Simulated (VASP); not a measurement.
# Hf2TaN2 (P4/mmm) in VASP: further runs

The runs below take Hf2TaN2 through relaxation of cell and atoms, single point, with PBE.

All numbers are computed with VASP 6.6.1; they aren't measurements. Logs are shortened: lines on timing, memory, paths and dates and some standing lists are left out, and cuts for length are marked.

**1. The cell of the first run**

It takes space group P4/mmm (No. 123, tetragonal). Conventional cell: a = 3.955 Å, b = 3.955 Å, c = 5.365 Å, α = 90.00°, β = 90.00°, γ = 90.00°. Hf (site symmetry mmm) has 4 N at 2.42 Å and 4 Hf at 2.80 Å within 3.2 Å. Ta (site symmetry 4/mmm) has 8 N at 3.08 Å and 8 Hf at 3.33 Å and 4 Ta at 3.96 Å within 4.1 Å. N (site symmetry 4mm) has 4 Hf at 2.42 Å and 2 N at 2.58 to 2.79 Å and 4 Ta at 3.08 Å within 3.2 Å.

The cell was generated, and may not be a known phase.

**2. Relaxation of cell and atoms, PBE**

Contents of INCAR:

```
SYSTEM = Hf2TaN2
  PREC = Accurate
  ENCUT = 600
  EDIFF = 1E-6
  ISMEAR = 0
  SIGMA = 0.1
  LREAL = .False.
  LASPH = .True.
  NELM = 100
  ALGO = Normal
  ISIF = 3
  LWAVE = .False.
  LCHARG = .False.
  GGA = PE
  IBRION = 2
  NSW = 90
  EDIFFG = -0.04
```

Contents of KPOINTS:

```
regular mesh
0
Gamma
  4 4 4
  0 0 0
```

Contents of POSCAR:

```
Hf2TaN2
1.0
    3.9554573300      0.0000000000      0.0000000000
    0.0000000000      3.9554573300      0.0000000000
    0.0000000000      0.0000000000      5.3654614000
Hf Ta N
2 1 2
Direct
    0.0000000000      0.5000000000      0.5000000000
    0.5000000000      0.0000000000      0.5000000000
    0.0000000000      0.0000000000      0.0000000000
    0.5000000000      0.5000000000      0.2399999900
    0.5000000000      0.5000000000      0.7600000100
```

Potentials or basis: VASP PAW PBE potentials, release 64 (Hf_pv, Ta_pv, N).

Command:

```bash
$ cat potpaw_PBE.64/Hf_pv/POTCAR potpaw_PBE.64/Ta_pv/POTCAR potpaw_PBE.64/N/POTCAR > POTCAR
$ mpirun -np 1 vasp_std > vasp.out
```

OUTCAR:

```text
SYSTEM = Hf2TaN2
   PREC = Accurate
   ENCUT = 600
   EDIFF = 1E-6
   ISMEAR = 0
   LREAL = .False.
   LASPH = .True.
   NELM = 100
   ISIF = 3
   GGA = PE
   IBRION = 2
   NSW = 90
   EDIFFG = -0.04

 ion  position               nearest neighbor table
   1  0.000  0.500  0.500-   4 2.42   5 2.42   4 2.42   5 2.42   2 2.80   2 2.80   2 2.80   2 2.80
                             3 3.33   3 3.33   3 3.33   3 3.33
   2  0.500  0.000  0.500-   4 2.42   5 2.42   4 2.42   5 2.42   1 2.80   1 2.80   1 2.80   1 2.80
                             3 3.33   3 3.33   3 3.33   3 3.33
   3  0.000  0.000  0.000-   1 3.33   2 3.33   1 3.33   2 3.33   1 3.33   1 3.33   2 3.33   2 3.33

   4  0.500  0.500  0.240-   1 2.42   2 2.42   2 2.42   1 2.42
   5  0.500  0.500  0.760-   1 2.42   2 2.42   2 2.42   1 2.42

  LATTYP: Found a simple tetragonal cell.
 ALAT       =     3.9554573300
 C/A-ratio  =     1.3564705551

  Lattice vectors:

 A1 = (   3.9554573300,   0.0000000000,   0.0000000000)
 A2 = (   0.0000000000,   3.9554573300,   0.0000000000)
 A3 = (   0.0000000000,   0.0000000000,   5.3654614000)

Analysis of symmetry for initial positions (statically):
=====================================================================
 Subroutine PRICEL returns:
 Original cell was already a primitive cell.

 Routine SETGRP: Setting up the symmetry group for a
 simple tetragonal supercell.

 Subroutine GETGRP returns: Found 16 space group operations
 (whereof 16 operations were pure point group operations)
 out of a pool of 16 trial point group operations.

The static configuration has the point symmetry D_4h.

Analysis of symmetry for dynamics (positions and initial velocities):
=====================================================================
 Subroutine PRICEL returns:
 Original cell was already a primitive cell.

 Routine SETGRP: Setting up the symmetry group for a
 simple tetragonal supercell.

 Subroutine GETGRP returns: Found 16 space group operations
 (whereof 16 operations were pure point group operations)
 out of a pool of 16 trial point group operations.

The dynamic configuration has the point symmetry D_4h.

 Subroutine INISYM returns: Found 16 space group operations
 (whereof 16 operations are pure point group operations),
 and found     1 'primitive' translations

----------------------------------------------------------------------------------------

                                     Primitive cell

  volume of cell :      83.9461

  direct lattice vectors                    reciprocal lattice vectors
     3.955457330  0.000000000  0.000000000     0.252815267  0.000000000  0.000000000
     0.000000000  3.955457330  0.000000000     0.000000000  0.252815267  0.000000000
     0.000000000  0.000000000  5.365461400     0.000000000  0.000000000  0.186377261

  length of vectors
     3.955457330  3.955457330  5.365461400     0.252815267  0.252815267  0.186377261

  position of ions in fractional coordinates (direct lattice)
     0.000000000  0.500000000  0.500000000
     0.500000000  0.000000000  0.500000000
     0.000000000  0.000000000  0.000000000
     0.500000000  0.500000000  0.239999990
     0.500000000  0.500000000  0.760000010

  ion indices of the primitive-cell ions
   primitive index   ion index
                 1           1
                 2           2
                 3           3
                 4           4
                 5           5

----------------------------------------------------------------------------------------

 KPOINTS: regular mesh

Automatic generation of k-mesh.
 Grid dimensions read from file:
 generate k-points for:    4    4    4

 Generating k-lattice:

  Cartesian coordinates                     Fractional coordinates (reciprocal lattice)
     0.063203817  0.000000000  0.000000000     0.250000000  0.000000000  0.000000000
     0.000000000  0.063203817  0.000000000     0.000000000  0.250000000  0.000000000
     0.000000000  0.000000000  0.046594315     0.000000000  0.000000000  0.250000000

  Length of vectors
     0.063203817  0.063203817  0.046594315

  Shift w.r.t. Gamma in fractional coordinates (k-lattice)
     0.000000000  0.000000000  0.000000000

 Subroutine IBZKPT returns following result:
 ===========================================

 Found     18 irreducible k-points:

 Following reciprocal coordinates:
            Coordinates               Weight
  0.000000  0.000000  0.000000      1.000000
  0.250000  0.000000  0.000000      4.000000
  0.500000  0.000000  0.000000      2.000000
  0.250000  0.250000  0.000000      4.000000
  0.500000  0.250000  0.000000      4.000000
  0.500000  0.500000  0.000000      1.000000
[... 10 lines left out ...]
  0.500000  0.250000  0.500000      4.000000
  0.500000  0.500000  0.500000      1.000000
   k-points           NKPTS =     18   k-points in BZ     NKDIM =     18   number of bands    NBANDS=     24
   number of dos      NEDOS =    301   number of ions     NIONS =      5
   total plane-waves  NPLWV =  49152
   dimension x,y,z NGX =    32 NGY =   32 NGZ =   48
   dimension x,y,z NGXF=    64 NGYF=   64 NGZF=   96
   ions per type =               2   1   2
   NGX,Y,Z   is equivalent  to a cutoff of  13.45, 13.45, 14.87 a.u.
   NGXF,Y,Z  is equivalent  to a cutoff of  26.90, 26.90, 29.75 a.u.
 SYSTEM =  Hf2TaN2
   PREC   = accura    normal or accurate (medium, high low for compatibility)
   ISTART =      0    job   : 0-new  1-cont  2-samecut
   ICHARG =      2    charge: 1-file 2-atom 10-const
   ISPIN  =      1    spin polarized calculation?
   LNONCOLLINEAR =      F non collinear calculations
   LSORBIT =      F    spin-orbit coupling
   LASPH  =      T    aspherical Exc in radial PAW
   ENCUT  =  600.0 eV  44.10 Ry    6.64 a.u.   7.90  7.90 10.72*2*pi/ulx,y,z
   NELM   =    100;   NELMIN=  2; NELMDL= -5     # of ELM steps
   EDIFF  = 0.1E-05   stopping-criterion for ELM
   LREAL  =      F    real-space projection
   EDIFFG = -.4E-01   stopping-criterion for IOM
   NSW    =     90    number of steps for IOM
   IBRION =      2    ionic relax: 0-MD 1-quasi-New 2-CG
   NFREE  =      1    steps in history (QN), initial steepest desc. (CG)
   ISIF   =      3    stress and relaxation
   ISYM   =      2    0-nonsym 1-usesym 2-fastsym
   POTIM  = 0.5000    time-step for ionic-motion
   TEBEG  =    0.0;   TEEND  =   0.0 temperature during run
   PSTRESS=    0.0 pullay stress
   NELECT =      41.0000    total number of electrons
   NUPDOWN=      -1.0000    fix difference up-down
   EMIN   =  10.00;   EMAX   =-10.00  energy-range for DOS
   EFERMI =   0.00;   METHOD = LEGACY
   ISMEAR =     0;   SIGMA  =   0.10  broadening in eV -4-tet -1-fermi 0-gaus
   EFERMI_NEDOS =   21; number of points for ismear=-14 and -15
   IALGO  =     38    algorithm
   IMIX   =      4    mixing-type and parameters
     AMIX     =   0.40;   BMIX     =  1.00
     AMIX_MAG =   1.60;   BMIX_MAG =  1.00
  volume/ion in A,a.u.               =      16.79       113.30
  Fermi-wavevector in a.u.,A,eV,Ry     =   1.289246  2.436323 22.615012  1.662156
  Thomas-Fermi vector in A             =   2.421151
   LORBIT       =      0    0 simple, 1 ext, 2 COOP (PROOUT), +10 PAW based schemes
   GGA     = PE    functional components
   LHFCALC =     F    Hartree Fock is set to
   AEXX    =    0.0000 exact exchange contribution
   IVDW    =     0    specifies the selected vdW correction
   LEPSILON=     F    determine dielectric tensor
   LRPA    =     F    only Hartree local field effects (RPA)
 conjugate gradient relaxation of ions
 non-spin polarized calculation
 Gauss-broadening in eV      SIGMA  =   0.10
  energy-cutoff  :      600.00
  volume of cell :       83.95
 maximum number of plane-waves:      2832
 NGX is ok and might be reduce to    32
   NGX = 15   NGY = 15   NGZ = 21

--------------------------------------- Ionic step        1  -------------------------------------------

 number of electron      41.0000001 magnetization

 Free energy of the ion-electron system (eV)
  ---------------------------------------------------
  ext. energy  EPLUGINS =         0.00000000
  ---------------------------------------------------
  free energy    TOTEN  =       -44.92971068 eV

  energy without entropy =      -44.91058831  energy(sigma->0) =      -44.92014950

------------------------ aborting loop because EDIFF is reached ----------------------------------------

  FORCE on cell =-STRESS in cart. coord.  units (eV):
  Direction    XX          YY          ZZ          XY          YZ          ZX
  --------------------------------------------------------------------------------------
  -------------------------------------------------------------------------------------
  Total      -10.1920214    -10.1920214     -9.3395016      0.0000000      0.0000000      0.0000000
  in kB     -194.5227622   -194.5227622   -178.2517500      0.0000000      0.0000000      0.0000000
  external PRESSURE =    -189.0990915 kB  Pullay stress =       0.0000000 kB

 VOLUME and BASIS-vectors are now :
 -----------------------------------------------------------------------------
  energy-cutoff  :      600.00
  volume of cell :       83.95
      direct lattice vectors                 reciprocal lattice vectors
     3.955457330  0.000000000  0.000000000     0.252815267  0.000000000  0.000000000
     0.000000000  3.955457330  0.000000000     0.000000000  0.252815267  0.000000000
     0.000000000  0.000000000  5.365461400     0.000000000  0.000000000  0.186377261

 POSITION                                       TOTAL-FORCE (eV/Angst)
 -----------------------------------------------------------------------------------
      0.00000      1.97773      2.68273        -0.000000      0.000000     -0.000000
      1.97773      0.00000      2.68273        -0.000000      0.000000     -0.000000
      0.00000      0.00000      0.00000        -0.000000      0.000000     -0.000000
      1.97773      1.97773      1.28771         0.000000      0.000000      1.662731
      1.97773      1.97773      4.07775        -0.000000     -0.000000     -1.662731
 -----------------------------------------------------------------------------------
    total drift:                                0.000000     -0.000000     -0.000000

  FREE ENERGIE OF THE ION-ELECTRON SYSTEM (eV)
  ---------------------------------------------------
  free  energy   TOTEN  =       -44.9297106818 eV
[... 221 lines left out ...]
 POSITION                                       TOTAL-FORCE (eV/Angst)
 -----------------------------------------------------------------------------------
      0.00000      1.87892      2.56769         0.000000     -0.000000      0.000000
      1.87892      0.00000      2.56769         0.000000     -0.000000      0.000000
      0.00000      0.00000      0.00000         0.000000     -0.000000      0.000000
      1.87892      1.87892      1.26835         0.000000      0.000000      0.046092
      1.87892      1.87892      3.86702        -0.000000     -0.000000     -0.046092
 -----------------------------------------------------------------------------------
    total drift:                                0.000000     -0.000000     -0.000000

  FREE ENERGIE OF THE ION-ELECTRON SYSTEM (eV)
  ---------------------------------------------------
  free  energy   TOTEN  =       -45.7832540950 eV

  energy  without entropy=      -45.7698791292  energy(sigma->0) =      -45.77656661

--------------------------------------- Ionic step        8  -------------------------------------------

 number of electron      41.0000000 magnetization

 Free energy of the ion-electron system (eV)
  ---------------------------------------------------
  ext. energy  EPLUGINS =         0.00000000
  ---------------------------------------------------
  free energy    TOTEN  =       -45.78364131 eV

  energy without entropy =      -45.76940946  energy(sigma->0) =      -45.77652539

 E-fermi :   5.8619     XC(G=0): -12.0196

 val. band max:        5.8210130997   @ k =   0.5000   0.5000   0.2500
 cond. band min:       5.8649337183   @ k =   0.2500   0.0000   0.5000
 fundamental gap:      0.0439206186
 Fermi energy:         5.8618848670

 k-point     1 :       0.0000    0.0000    0.0000
  band No.  band energies     occupation
      1     -29.7066      2.00000
      2     -29.7065      2.00000
      3     -29.6542      2.00000
      4     -25.2007      2.00000
      5     -25.2007      2.00000
      6     -24.6262      2.00000
[... 16 lines left out ...]
     23       6.4714      0.00000
     24       6.7254      0.00000

 k-point     2 :       0.2500    0.0000    0.0000
  band No.  band energies     occupation
      1     -29.7282      2.00000
      2     -29.7046      2.00000
      3     -29.6490      2.00000
      4     -25.0300      2.00000
      5     -24.9726      2.00000
      6     -24.5396      2.00000
[... 461 lines left out ...]
 VOLUME and BASIS-vectors are now :
 -----------------------------------------------------------------------------
  energy-cutoff  :      600.00
  volume of cell :       72.45
      direct lattice vectors                 reciprocal lattice vectors
     3.752624297  0.000000000  0.000000000     0.266480181 -0.000000000 -0.000000000
     0.000000000  3.752624297 -0.000000000     0.000000000  0.266480181 -0.000000000
     0.000000000  0.000000000  5.144863586     0.000000000  0.000000000  0.194368613

 POSITION                                       TOTAL-FORCE (eV/Angst)
 -----------------------------------------------------------------------------------
      0.00000      1.87631      2.57243         0.000000      0.000000      0.000000
      1.87631      3.75262      2.57243         0.000000      0.000000      0.000000
      0.00000      3.75262     -0.00000         0.000000      0.000000      0.000000
      1.87631      1.87631      1.27279        -0.000000     -0.000000     -0.001090
      1.87631      1.87631      3.87207         0.000000      0.000000      0.001090
 -----------------------------------------------------------------------------------
    total drift:                                0.000000     -0.000000     -0.000000

  FREE ENERGIE OF THE ION-ELECTRON SYSTEM (eV)
  ---------------------------------------------------
  free  energy   TOTEN  =       -45.7836413134 eV

  energy  without entropy=      -45.7694094622  energy(sigma->0) =      -45.77652539

 reached required accuracy - stopping structural energy minimisation
```

Run time: 95 s. Hardware: 1 thread of Intel Xeon 6975P-C (Granite Rapids), shared host; peak memory 0.26 GiB.

Results:

```yaml
Free_energy: -45.7836 eV
Relaxed_volume: 14.49 Å³/atom
Relaxed_cell: a = 3.753 Å, b = 3.753 Å, c = 5.145 Å, α = 90.00°, β = 90.00°, γ = 90.00°
Space_group_after_relaxing_to_0.1_Å: P4/mmm (No. 123)
Energy_gained_by_relaxing: 170.8 meV/atom
Ionic_steps: 8
Pressure_after_relaxing: 0.0 GPa
Band_gap_on_the_k_mesh: zero (an odd number of electrons rules out a gap without spin polarisation)
```

Step by step:
| step | energy change (eV) | largest force (eV/Å) | pressure (GPa) | volume (Å³) |
| --- | --- | --- | --- | --- |
| 1 | 0.0000 | 1.6627 | -18.91 | 83.95 |
| 2 | 0.3363 | 3.1040 | 38.71 | 62.10 |
| 3 | -0.8519 | 0.1126 | -0.78 | 72.71 |
| 4 | -0.8528 | 0.0559 | -0.09 | 72.43 |
| 5 | -0.8527 | 0.0099 | 0.45 | 72.21 |
| 6 | -0.8535 | 0.0562 | -0.41 | 72.60 |
| 7 | -0.8535 | 0.0461 | -0.26 | 72.52 |
| 8 | -0.8539 | 0.0011 | 0.00 | 72.45 |

Final structure:
```xyz
5
Lattice="3.7526 0.0000 0.0000 0.0000 3.7526 0.0000 0.0000 0.0000 5.1449" Properties=species:S:1:pos:R:3 pbc="T T T"
Hf    0.0000    1.8763    2.5724
Hf    1.8763    3.7526    2.5724
Ta    0.0000    3.7526    0.0000
N     1.8763    1.8763    1.2728
N     1.8763    1.8763    3.8721
```

Levels at points of the mesh, in eV from the Fermi level:
| k point | band 17 | band 18 | band 19 | band 20 | band 21 | band 22 | band 23 | band 24 |
| --- | --- | --- | --- | --- | --- | --- | --- | --- |
| (0.00, 0.00, 0.00) | -2.83 | -2.20 | -2.13 | -0.35 | 0.07 | 0.61 | 0.61 | 0.86 |
| (0.50, 0.00, 0.00) | -2.75 | -1.09 | -0.93 | -0.49 | 0.44 | 1.09 | 1.65 | 1.67 |
| (0.50, 0.50, 0.00) | -2.43 | -1.90 | -0.76 | -0.66 | -0.66 | 1.60 | 1.60 | 1.74 |
| (0.00, 0.00, 0.50) | -2.76 | -2.76 | -2.11 | -1.42 | -1.11 | 1.22 | 1.22 | 1.39 |
| (0.50, 0.00, 0.50) | -2.70 | -1.65 | -1.49 | -0.66 | -0.21 | 0.87 | 1.50 | 1.53 |
| (0.50, 0.50, 0.50) | -3.62 | -1.82 | -0.72 | -0.72 | 0.67 | 0.67 | 1.40 | 1.51 |

Caveat: the k points lie up to 0.42 Å⁻¹ apart in the final cell, too coarse for converged energies and pressures of a metal; spin-orbit coupling is left out, which moves the levels of the heavy elements.

(Continued in part 2 of 2.)

The gap in the log of VASP goes by the Fermi energy; the results here count the filled bands.